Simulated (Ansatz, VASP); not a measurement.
**AlN in VASP and in Ansatz**

Contents of INCAR:

```
PREC = Accurate
ENCUT = 520
EDIFF = 1E-6
ISMEAR = 0
SIGMA = 0.05
LREAL = F
LASPH = T
NELM = 60
ALGO = Normal
ISIF = 2
LWAVE = F
LCHARG = F
GGA = PS
NBANDS = 16
```

File KPOINTS:

```
regular mesh
0
Gamma
  12 12 6
```

POSCAR

```
AlN
1.0
    3.3121157418     -0.1242043403      0.0000000000
   -1.7636219849      2.9304785428      0.0000000000
    0.0000000000      0.0000000000      4.1875630000
Al N
2 2
Direct
    0.3333333333      0.6666666667      0.7500000000
    0.6666666667      0.3333333333      0.2500000000
    0.3333333333      0.6666666667      0.2500000000
    0.6666666667      0.3333333333      0.7500000000
```

Input for Ansatz:

```yaml
crystal:
  lattice:
    - [3.3121157418, -0.1242043403, 0.0]
    - [-1.7636219849, 2.9304785428, 0.0]
    - [0.0, 0.0, 4.187563]
  atoms:
    - { symbol: Al, position: [0.3333333333, 0.6666666667, 0.75] }
    - { symbol: Al, position: [0.6666666667, 0.3333333333, 0.25] }
    - { symbol: "N", position: [0.3333333333, 0.6666666667, 0.25] }
    - { symbol: "N", position: [0.6666666667, 0.3333333333, 0.75] }
basis:
  ecutwfc: 420
kpoints:
  mp_grid: { grid: [12, 12, 6] }
hamiltonian:
  xc: pbesol
scf:
  occupations: { method: gaussian, width: 0.05 }
output:
  forces: true
  stress: true
  eigenvalues: true
```

Change from the starting cell: strain -0.0750 x Voigt [0, 0, 0, 0, 0, 1], atoms carried along.

Alike in both runs: task single point; functional PBEsol; k mesh 12 × 12 × 6; occupations gaussian, width 0.05 eV; no spin polarisation.

|  | VASP | Ansatz |
| --- | --- | --- |
| version | VASP 6.6.1 | Ansatz 0.2.0 |
| potentials or method | VASP PAW PBE potentials, release 64 (Al, N), cutoff 520 eV | scalar-relativistic, plane waves, PAW |
| valence electrons in the cell | 16 | 16 |

|  | VASP | Ansatz | Ansatz less VASP |
| --- | --- | --- | --- |
| gap on the k mesh at the Fermi level (eV) | 3.15 | 3.14 | -0.013 |
| least direct gap on the mesh (eV) | 3.15 | 3.14 | -0.013 |
| pressure (GPa) | -2.5 | -2.4 | +0.06 |
| traceless stress, the component that is largest in VASP (GPa) | 12.48 | 12.34 | -0.144 |
| rms of the force components (eV/Å) | 0.540 | 0.532 | -0.0078 |

VASP's potentials were made for PBE, not for PBEsol. Atom by atom the forces differ by 0.008 eV/Å (rms over components).
